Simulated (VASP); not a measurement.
# Se (Fm-3m) in VASP: notebook

Runs on Se. Level: BLYP. Tasks: single point, relaxation of cell and atoms.

Program: VASP 6.6.1. These are calculated values, not measurements. Logs are shortened: lines on timing, memory, paths and dates and some standing lists are left out, and cuts for length are marked.

### 1 The cell of the first run

It takes space group Fm-3m (No. 225, cubic). Conventional cell: a = 4.628 Å, b = 4.628 Å, c = 4.628 Å, α = 90.00°, β = 90.00°, γ = 90.00°. Within 4.3 Å of Se (site symmetry m-3m) lie 12 Se at 3.27 Å.

### 2 Single point, BLYP (volume scaled by 1.08)

The input, INCAR:

```
PREC = Accurate
ENCUT = 520
EDIFF = 1E-6
ISMEAR = -1
SIGMA = 0.1
LREAL = False
LASPH = True
NELM = 100
ALGO = Normal
ISIF = 2
LWAVE = False
LCHARG = False
GGA = B5
ALDAX = 1.0
AGGAX = 1.0
AGGAC = 1.0
ALDAC = 0.0
NBANDS = 9
```

The input, KPOINTS:

```
regular mesh
0
Gamma
  14 14 14
```

The input, POSCAR:

```
Se
1.0
    0.0000000000      2.3137989049      2.3137989049
    2.3137989049      0.0000000000      2.3137989049
    2.3137989049      2.3137989049      0.0000000000
Se
1
Direct
    0.0000000000      0.0000000000      0.0000000000
```

Potentials or basis: VASP PAW PBE potentials, release 64 (Se).

The run is started by

```
$ cat potpaw_PBE.64/Se/POTCAR > POTCAR
$ mpirun -np 1 vasp_std > vasp.out
```

OUTCAR:

```text
PREC = Accurate
   ENCUT = 520
   EDIFF = 1E-6
   ISMEAR = -1
   LREAL = False
   LASPH = True
   NELM = 100
   ISIF = 2
   GGA = B5

 ion  position               nearest neighbor table
   1  0.000  0.000  0.000-

  LATTYP: Found a face centered cubic cell.
 ALAT       =     4.6275978098

  Lattice vectors:

 A1 = (   0.0000000000,   2.3137989049,   2.3137989049)
 A2 = (   2.3137989049,   0.0000000000,   2.3137989049)
 A3 = (   2.3137989049,   2.3137989049,   0.0000000000)

Analysis of symmetry for initial positions (statically):
=====================================================================
 Subroutine PRICEL returns:
 Original cell was already a primitive cell.

 Routine SETGRP: Setting up the symmetry group for a
 face centered cubic supercell.

 Subroutine GETGRP returns: Found 48 space group operations
 (whereof 48 operations were pure point group operations)
 out of a pool of 48 trial point group operations.

The static configuration has the point symmetry O_h .

Analysis of symmetry for dynamics (positions and initial velocities):
=====================================================================
 Subroutine PRICEL returns:
 Original cell was already a primitive cell.

 Routine SETGRP: Setting up the symmetry group for a
 face centered cubic supercell.

 Subroutine GETGRP returns: Found 48 space group operations
 (whereof 48 operations were pure point group operations)
 out of a pool of 48 trial point group operations.

The dynamic configuration has the point symmetry O_h .

 Subroutine INISYM returns: Found 48 space group operations
 (whereof 48 operations are pure point group operations),
 and found     1 'primitive' translations

----------------------------------------------------------------------------------------

                                     Primitive cell

  volume of cell :      24.7746

  direct lattice vectors                    reciprocal lattice vectors
     0.000000000  2.313798905  2.313798905    -0.216094838  0.216094838  0.216094838
     2.313798905  0.000000000  2.313798905     0.216094838 -0.216094838  0.216094838
     2.313798905  2.313798905  0.000000000     0.216094838  0.216094838 -0.216094838

  length of vectors
     3.272205792  3.272205792  3.272205792     0.374287239  0.374287239  0.374287239

  position of ions in fractional coordinates (direct lattice)
     0.000000000  0.000000000  0.000000000

  ion indices of the primitive-cell ions
   primitive index   ion index
                 1           1

----------------------------------------------------------------------------------------

 KPOINTS: regular mesh

Automatic generation of k-mesh.
 Grid dimensions read from file:
 generate k-points for:   14   14   14

 Generating k-lattice:

  Cartesian coordinates                     Fractional coordinates (reciprocal lattice)
    -0.015435346  0.015435346  0.015435346     0.071428571  0.000000000  0.000000000
     0.015435346 -0.015435346  0.015435346     0.000000000  0.071428571  0.000000000
     0.015435346  0.015435346 -0.015435346     0.000000000  0.000000000  0.071428571

  Length of vectors
     0.026734803  0.026734803  0.026734803

  Shift w.r.t. Gamma in fractional coordinates (k-lattice)
     0.000000000  0.000000000  0.000000000

 Subroutine IBZKPT returns following result:
 ===========================================

 Found    104 irreducible k-points:

 Following reciprocal coordinates:
            Coordinates               Weight
  0.000000  0.000000  0.000000      1.000000
  0.071429  0.000000  0.000000      8.000000
  0.142857  0.000000  0.000000      8.000000
  0.214286  0.000000  0.000000      8.000000
  0.285714  0.000000  0.000000      8.000000
  0.357143  0.000000  0.000000      8.000000
[... 16 lines left out ...]
  0.214286  0.142857  0.000000     24.000000
  0.285714  0.142857  0.000000     24.000000
 [... further k-points ...]
   k-points           NKPTS =    104   k-points in BZ     NKDIM =    104   number of bands    NBANDS=      9
   number of dos      NEDOS =    301   number of ions     NIONS =      1
   total plane-waves  NPLWV =  13824
   dimension x,y,z NGX =    24 NGY =   24 NGZ =   24
   dimension x,y,z NGXF=    48 NGYF=   48 NGZF=   48
   ions per type =               1
   NGX,Y,Z   is equivalent  to a cutoff of  12.19, 12.19, 12.19 a.u.
   NGXF,Y,Z  is equivalent  to a cutoff of  24.39, 24.39, 24.39 a.u.
 SYSTEM =  unknown system
   PREC   = accura    normal or accurate (medium, high low for compatibility)
   ISTART =      0    job   : 0-new  1-cont  2-samecut
   ICHARG =      2    charge: 1-file 2-atom 10-const
   ISPIN  =      1    spin polarized calculation?
   LNONCOLLINEAR =      F non collinear calculations
   LSORBIT =      F    spin-orbit coupling
   LASPH  =      T    aspherical Exc in radial PAW
   ENCUT  =  520.0 eV  38.22 Ry    6.18 a.u.   6.08  6.08  6.08*2*pi/ulx,y,z
   NELM   =    100;   NELMIN=  2; NELMDL= -5     # of ELM steps
   EDIFF  = 0.1E-05   stopping-criterion for ELM
   LREAL  =      F    real-space projection
   EDIFFG = 0.1E-04   stopping-criterion for IOM
   NSW    =      0    number of steps for IOM
   IBRION =     -1    ionic relax: 0-MD 1-quasi-New 2-CG
   NFREE  =      0    steps in history (QN), initial steepest desc. (CG)
   ISIF   =      2    stress and relaxation
   ISYM   =      2    0-nonsym 1-usesym 2-fastsym
   POTIM  = 0.5000    time-step for ionic-motion
   TEBEG  =    0.0;   TEEND  =   0.0 temperature during run
   PSTRESS=    0.0 pullay stress
   NELECT =       6.0000    total number of electrons
   NUPDOWN=      -1.0000    fix difference up-down
   EMIN   =  10.00;   EMAX   =-10.00  energy-range for DOS
   EFERMI =   0.00;   METHOD = LEGACY
   ISMEAR =    -1;   SIGMA  =   0.10  broadening in eV -4-tet -1-fermi 0-gaus
   EFERMI_NEDOS =   21; number of points for ismear=-14 and -15
   IALGO  =     38    algorithm
   IMIX   =      4    mixing-type and parameters
     AMIX     =   0.40;   BMIX     =  1.00
     AMIX_MAG =   1.60;   BMIX_MAG =  1.00
  volume/ion in A,a.u.               =      24.77       167.19
  Fermi-wavevector in a.u.,A,eV,Ry     =   1.020445  1.928362 14.167858  1.041308
  Thomas-Fermi vector in A             =   2.154015
   LORBIT       =      0    0 simple, 1 ext, 2 COOP (PROOUT), +10 PAW based schemes
   GGA     = B5    functional components
   LHFCALC =     F    Hartree Fock is set to
   AEXX    =    0.0000 exact exchange contribution
   IVDW    =     0    specifies the selected vdW correction
   LEPSILON=     F    determine dielectric tensor
   LRPA    =     F    only Hartree local field effects (RPA)
 non-spin polarized calculation
  energy-cutoff  :      520.00
  volume of cell :       24.77
 maximum number of plane-waves:       692
   NGX = 13   NGY = 13   NGZ = 13

 number of electron       5.9999999 magnetization

 Free energy of the ion-electron system (eV)
  ---------------------------------------------------
  ext. energy  EPLUGINS =         0.00000000
  ---------------------------------------------------
  free energy    TOTEN  =        -2.10512271 eV

  energy without entropy =       -2.06235031  energy(sigma->0) =       -2.08373651

 E-fermi :   3.5855     XC(G=0):  -9.0641

 val. band max:        3.5848072776   @ k =   0.5000   0.2857   0.0714
 cond. band min:       3.5950354346   @ k =   0.3571   0.2143   0.0000
 fundamental gap:      0.0102281570
 Fermi energy:         3.5855211054

 k-point     1 :       0.0000    0.0000    0.0000
  band No.  band energies     occupation
      1     -10.8875      2.00000
      2       5.6770      0.00000
      3       5.6770      0.00000
      4       5.6770      0.00000
      5      12.8831      0.00000
      6      15.4168      0.00000
      7      15.4168      0.00000
      8      15.4168      0.00000
      9      19.2242      0.00000

 k-point     2 :       0.0714    0.0000    0.0000
  band No.  band energies     occupation
      1     -10.8116      2.00000
      2       5.1529      0.00000
      3       5.6221      0.00000
      4       5.6221      0.00000
      5      13.2405      0.00000
      6      15.1386      0.00000
      7      15.5638      0.00000
      8      15.5638      0.00000
      9      19.6067      0.00000

 k-point     3 :       0.1429    0.0000    0.0000
  band No.  band energies     occupation
      1     -10.5890      2.00000
      2       3.9116      0.07387
      3       5.4759      0.00000
      4       5.4759      0.00000
      5      13.4368      0.00000
      6      15.3745      0.00000
      7      15.8825      0.00000
      8      15.8825      0.00000
      9      18.9035      0.00000

 k-point     4 :       0.2143    0.0000    0.0000
  band No.  band energies     occupation
      1     -10.2357      2.00000
      2       2.4238      1.99998
      3       5.2815      0.00000
      4       5.2815      0.00000
      5      12.9464      0.00000
      6      15.9490      0.00000
      7      15.9490      0.00000
      8      16.6321      0.00000
      9      18.8575      0.00000
[... 205 lines left out ...]
 k-point    22 :       0.1429    0.1429    0.0000
  band No.  band energies     occupation
      1     -10.4890      2.00000
      2       4.1421      0.00763
      3       4.9916      0.00000
      4       4.9916      0.00000
      5      13.5515      0.00000
      6      14.2555      0.00000
      7      16.7241      0.00000
      8      16.7241      0.00000
      9      17.1334      0.00000

 k-point    23 :       0.2143    0.1429    0.0000
  band No.  band energies     occupation
      1     -10.2270      2.00000
      2       3.1620      1.97145
      3       4.7109      0.00003
      4       4.7916      0.00001
      5      13.1351      0.00000
      6      14.2288      0.00000
      7      16.3063      0.00000
      8      17.2260      0.00000
      9      18.1849      0.00000

 k-point    24 :       0.2857    0.1429    0.0000
  band No.  band energies     occupation
      1      -9.8485      2.00000
      2       1.8875      2.00000
      3       4.4797      0.00026
      4       4.5269      0.00016
      5      12.8500      0.00000
      6      14.3067      0.00000
      7      15.9541      0.00000
      8      17.2413      0.00000
      9      19.8284      0.00000

 [... further k-points ...]
[... 5 lines left out ...]
  --------------------------------------------------------------------------------------
  -------------------------------------------------------------------------------------
  Total       -0.4722328     -0.4722328     -0.4722328     -0.0000000     -0.0000000     -0.0000000
  in kB      -30.5393572    -30.5393572    -30.5393572     -0.0000000     -0.0000000     -0.0000000
  external PRESSURE =     -30.5393572 kB  Pullay stress =       0.0000000 kB

 VOLUME and BASIS-vectors are now :
 -----------------------------------------------------------------------------
  energy-cutoff  :      520.00
  volume of cell :       24.77
      direct lattice vectors                 reciprocal lattice vectors
     0.000000000  2.313798905  2.313798905    -0.216094838  0.216094838  0.216094838
     2.313798905  0.000000000  2.313798905     0.216094838 -0.216094838  0.216094838
     2.313798905  2.313798905  0.000000000     0.216094838  0.216094838 -0.216094838

 POSITION                                       TOTAL-FORCE (eV/Angst)
 -----------------------------------------------------------------------------------
      0.00000      0.00000      0.00000         0.000000     -0.000000     -0.000000
 -----------------------------------------------------------------------------------
    total drift:                               -0.000000     -0.000000     -0.000000

  FREE ENERGIE OF THE ION-ELECTRON SYSTEM (eV)
  ---------------------------------------------------
  free  energy   TOTEN  =        -2.1051227079 eV

  energy  without entropy=       -2.0623503091  energy(sigma->0) =       -2.08373651
```

Run time: 16 s. Hardware: 1 thread of Intel Xeon Platinum 8259CL at 2.50GHz (Skylake/Cascade Lake), shared host; peak memory 0.15 GiB.

Results:

```yaml
Free_energy: -2.1051 eV
Pressure: -3.1 GPa
Band_gap_on_the_k_mesh: zero (band 3 reaches 5.68 eV, above the bottom of band 4 at 2.14 eV)
```

Levels at points of the mesh, in eV from the Fermi level:
```tsv
k point	band 1	band 2	band 3	band 4	band 5	band 6	band 7	band 8
(0.00, 0.00, 0.00)	-14.47	2.09	2.09	2.09	9.30	11.83	11.83	11.83
(0.50, 0.00, 0.00)	-12.34	-5.07	1.20	1.20	8.18	11.12	11.12	14.23
(0.50, 0.50, 0.00)	-11.56	-4.43	-0.63	-0.63	5.76	6.76	20.38	20.65
```

Caveat: the cell differs from its parent crystal (volume scaled by 1.08); the PAW data sets were made with another functional, which shifts forces and pressure a little.

### 3 Single point, BLYP (volume scaled by 1.12)

The input, INCAR:

```
SYSTEM = Se
PREC = Accurate
ENCUT = 520
EDIFF = 1E-6
ISMEAR = -1
SIGMA = 0.1
LREAL = .FALSE.
LASPH = .TRUE.
NELM = 80
ALGO = Normal
ISIF = 2
LWAVE = .FALSE.
LCHARG = .FALSE.
GGA = B5
ALDAX = 1.0
AGGAX = 1.0
AGGAC = 1.0
ALDAC = 0.0
NBANDS = 9
```

The input, KPOINTS:

```
regular mesh
0
G
  14 14 14
  0 0 0
```

The input, POSCAR:

```
Se
1.0
    0.0000000000      2.3420187459      2.3420187459
    2.3420187459      0.0000000000      2.3420187459
    2.3420187459      2.3420187459      0.0000000000
Se
1
Direct
    0.0000000000      0.0000000000      0.0000000000
```

Potentials or basis: VASP PAW PBE potentials, release 64 (Se).

The run is started by

```
$ cat potpaw_PBE.64/Se/POTCAR > POTCAR
$ mpirun -np 1 vasp_std > vasp.out
```

It took 32 s on 1 thread of Intel Xeon Platinum 8259CL at 2.50GHz (Skylake/Cascade Lake), shared host; peak memory 0.16 GiB.

The run converged. Its results:

```yaml
Free_energy: -2.0843 eV
Pressure: -4.2 GPa
Band_gap_on_the_k_mesh: zero (band 3 reaches 5.18 eV, above the bottom of band 4 at 1.87 eV)
```

Levels at points of the mesh, in eV from the Fermi level:
```csv
k point,band 1,band 2,band 3,band 4,band 5,band 6,band 7,band 8
"(0.00, 0.00, 0.00)",-14.23,1.96,1.96,1.96,8.96,11.77,11.77,11.77
"(0.50, 0.00, 0.00)",-12.25,-4.83,1.12,1.12,8.10,11.08,11.08,14.13
"(0.50, 0.50, 0.00)",-11.54,-4.22,-0.60,-0.60,5.84,6.85,19.83,20.31
```

Caveat: the cell differs from its parent crystal (volume scaled by 1.12); the PAW data sets were made with another functional, which shifts forces and pressure a little.

### 4 Relaxation of cell and atoms, BLYP

This run uses another cell than the first one, of 21.81 Å³/atom, 0.880 times its volume.

The input, INCAR:

```
PREC = Accurate
ENCUT = 600
EDIFF = 1E-7
ISMEAR = -1
SIGMA = 0.1
LREAL = F
LASPH = T
NELM = 100
ALGO = Normal
ISIF = 3
LWAVE = F
LCHARG = F
GGA = B5
ALDAX = 1.0
AGGAX = 1.0
AGGAC = 1.0
ALDAC = 0.0
IBRION = 2
NSW = 80
EDIFFG = -0.01
```

The input, KPOINTS:

```
regular mesh
0
Gamma
  12 12 12
```

The input, POSCAR:

```
Se
1.0
    0.0000000000      2.2175113317      2.2175113317
    2.2175113317      0.0000000000      2.2175113317
    2.2175113317      2.2175113317      0.0000000000
Se
1
Direct
    0.0000000000      0.0000000000      0.0000000000
```

The run is started by

```
$ cat potpaw_PBE.64/Se/POTCAR > POTCAR
$ mpirun -np 1 vasp_std > vasp.out
```

Wall time 54 s (1 thread of Intel Xeon Platinum 8259CL at 2.50GHz (Skylake/Cascade Lake), shared host); peak memory 0.17 GiB.

It converged, with:

```
Free energy                            : -2.1253 eV
Relaxed volume                         : 22.98 Å³/atom
Relaxed cell                           : a = 3.191 Å, b = 3.191 Å, c = 3.191 Å, α = 60.00°, β = 60.00°, γ = 60.00°
Space group after relaxing (to 0.05 Å) : Fm-3m (No. 225)
Energy gained by relaxing              : 10.4 meV/atom
Ionic steps                            : 3
Pressure after relaxing                : 0.0 GPa
Band gap on the k mesh                 : zero (band 3 reaches 6.78 eV, above the bottom of band 4 at 2.69 eV)
```

Step by step:
| step | energy change (eV) | largest force (eV/Å) | pressure (GPa) | volume (Å³) |
| --- | --- | --- | --- | --- |
| 1 | 0.0000 | 0.0000 | 2.99 | 21.81 |
| 2 | -0.0102 | 0.0000 | -0.30 | 23.12 |
| 3 | -0.0104 | 0.0000 | 0.01 | 22.98 |

Final structure:
```
CELL_PARAMETERS angstrom
0.00000 2.25641 2.25641
2.25641 0.00000 2.25641
2.25641 2.25641 0.00000
ATOMIC_POSITIONS crystal
Se 0.00000 0.00000 0.00000
```

Levels at points of the mesh, in eV from the Fermi level:
```
           k point  band 1  band 2  band 3  band 4  band 5  band 6
(0.00, 0.00, 0.00)  -15.00    2.39    2.39    2.39   10.07   11.96
(0.50, 0.00, 0.00)  -12.52   -5.59    1.37    1.37    8.38   11.20
(0.50, 0.50, 0.00)  -11.60   -4.89   -0.69   -0.69    5.62    6.58
```

Caveat: the PAW data sets were made with another functional, which shifts forces and pressure a little.

### 5 Single point, BLYP

This run uses another cell than the first one, of 22.94 Å³/atom, 0.926 times its volume.

The input, INCAR:

```
PREC = Accurate
ENCUT = 520
EDIFF = 1E-6
ISMEAR = -1
SIGMA = 0.1
LREAL = F
LASPH = T
NELM = 80
ALGO = Normal
ISIF = 2
LWAVE = F
LCHARG = T
GGA = B5
ALDAX = 1.0
AGGAX = 1.0
AGGAC = 1.0
ALDAC = 0.0
LELF = T
LVHAR = T
NBANDS = 9
```

The input, KPOINTS:

```
regular mesh
0
Gamma
  20 20 20
```

The input, POSCAR:

```
Se
1.0
    0.0000000000      2.2551963469      2.2551963469
    2.2551963469      0.0000000000      2.2551963469
    2.2551963469      2.2551963469      0.0000000000
Se
1
Direct
    0.0000000000      0.0000000000      0.0000000000
```

The run is started by

```
$ cat potpaw_PBE.64/Se/POTCAR > POTCAR
$ mpirun -np 1 vasp_std > vasp.out
```

Run time: 30 s. Hardware: 1 thread of Intel Xeon Platinum 8259CL at 2.50GHz (Skylake/Cascade Lake), shared host; peak memory 0.17 GiB.

The run converged. Its results:

| Quantity | Value |
| --- | --- |
| Free energy | -2.1246 eV |
| Pressure | 0.1 GPa |
| Band gap on the k mesh | zero (band 3 reaches 6.80 eV, above the bottom of band 4 at 2.70 eV) |

Levels at points of the mesh, in eV from the Fermi level:
```csv
k point,band 1,band 2,band 3,band 4,band 5,band 6,band 7
"(0.00, 0.00, 0.00)",-15.02,2.39,2.39,2.39,10.08,11.97,11.97
"(0.50, 0.00, 0.00)",-12.53,-5.61,1.38,1.38,8.38,11.20,11.20
"(0.50, 0.50, 0.00)",-11.60,-4.90,-0.69,-0.69,5.61,6.58,21.40
```

Caveat: the PAW data sets were made with another functional, which shifts forces and pressure a little.

### 6 Summary

```csv
task,cell,k mesh,cutoff (eV),gap on the mesh (eV),pressure (GPa)
single point,"a = 3.272 Å, angles 60.0°, 1 atom",14 × 14 × 14,520,none,-3.1
single point,"a = 3.312 Å, angles 60.0°, 1 atom",14 × 14 × 14,520,none,-4.2
relaxation of cell and atoms,"relaxed from a = 3.136 Å, angles 60.0°, 1 atom",12 × 12 × 12,600,none,0.0
single point,"a = 3.189 Å, angles 60.0°, 1 atom",20 × 20 × 20,520,none,0.1
```

Alike in all rows: level BLYP; potentials or basis VASP PAW PBE potentials, release 64 (Se); no spin polarisation; smearing fermi-dirac 0.1 eV.

Caveats: the PAW data sets were made with another functional, which shifts forces and pressure a little.

Total energies depend on the potentials used, so only differences within one code and one set of settings carry meaning.
